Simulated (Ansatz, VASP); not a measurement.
**Sr: VASP beside Ansatz**

```xyz
1
Lattice="-2.4490 2.4490 2.4490 2.4490 -2.4490 2.4490 2.4490 2.4490 -2.4490" Properties=species:S:1:pos:R:3 pbc="T T T"
Sr    0.0000    0.0000    0.0000
```

Alike in both runs: task single point; functional PBE; k mesh 12 × 12 × 12; occupations fermi-dirac, width 0.05 eV; collinear spin.

|  | VASP | Ansatz |
| --- | --- | --- |
| version | VASP 6.6.1 | Ansatz 0.2.0 |
| potentials or method | VASP PAW PBE potentials, release 64 (Sr_sv), cutoff 520 eV | all-electron LAPW, scalar-relativistic |

|  | VASP | Ansatz | Ansatz less VASP |
| --- | --- | --- | --- |
| gap on the k mesh at the Fermi level (eV) | none | none | - |
| pressure (GPa) | -0.8 | -0.8 | 0.00 |
| net moment per atom (μB) | 0.00 | 0.00 | 0.000 |

A gap of «none» marks a metal or a gap that the smearing closes. Ansatz ran all-electron here, and VASP with PAW potentials. Ansatz's warnings: seeded moment not kept.
